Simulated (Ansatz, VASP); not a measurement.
Pd: VASP beside Ansatz

File INCAR:

```
SYSTEM = Pd
PREC = Accurate
ENCUT = 520
EDIFF = 1E-7
ISMEAR = -1
SIGMA = 0.05
LREAL = .False.
LASPH = .True.
NELM = 150
ALGO = Fast
ISIF = 2
LWAVE = .False.
LCHARG = .False.
LNONCOLLINEAR = .True.
MAGMOM = 0 0 0
LORBIT = 11
LSORBIT = .True.
GGA_COMPAT = .False.
LORBMOM = .True.
LMAXMIX = 4
GGA = PS
NBANDS = 21
```

Contents of KPOINTS:

```
regular mesh
0
Gamma
  9 9 9
  0 0 0
```

POSCAR

```
Pd
1.0
   -1.5722810000      1.5722810000      1.5722810000
    1.5722810000     -1.5722810000      1.5722810000
    1.5722810000      1.5722810000     -1.5722810000
Pd
1
Direct
    0.0000000000      0.0000000000      0.0000000000
```

input.yaml

```yaml
crystal:
  lattice:
    - [-1.572281, 1.572281, 1.572281]
    - [1.572281, -1.572281, 1.572281]
    - [1.572281, 1.572281, -1.572281]
  atoms:
    - { symbol: Pd, position: [0.0, 0.0, 0.0] }
kpoints:
  mp_grid: { grid: [9, 9, 9] }
  band_path:
    path:
      - [0.0, 0.0, 0.0]
      - [0.5, -0.5, 0.5]
      - [0.0, 0.0, 0.5]
      - [0.0, 0.0, 0.0]
      - [0.25, 0.25, 0.25]
      - [0.5, -0.5, 0.5]
    npoints: 12
scf:
  occupations: { method: fermi_dirac, width: 0.05 }
hamiltonian:
  xc: pbesol
  pseudopotentials: { kind: all_electron, lapw: { basis_error: 0.001 } }
magnetization:
  noncollinear: true
  spin_orbit: true
output:
  forces: true
  stress: true
  eigenvalues: true
```

Alike in both runs: functional PBEsol; k mesh 9 × 9 × 9; occupations fermi-dirac, width 0.05 eV; non-collinear spin, spin-orbit coupling.

|  | VASP | Ansatz |
| --- | --- | --- |
| version | VASP 6.6.1 | Ansatz 0.2.0 |
| potentials or method | VASP PAW PBE potentials, release 64 (Pd), cutoff 520 eV | all-electron LAPW, relativistic spinors |
| task | single point | band structure |

|  | VASP | Ansatz | Ansatz less VASP |
| --- | --- | --- | --- |
| pressure (GPa) | -10.3 | -10.1 | +0.20 |
| net moment per atom (μB) | 0.00 | 0.00 | 0.000 |

VASP's potentials were made for PBE, not for PBEsol. Ansatz ran all-electron here, and VASP with PAW potentials.

Noted on Ansatz's run: the k mesh is thin for a metal, which can move the energy by tens of meV per atom.
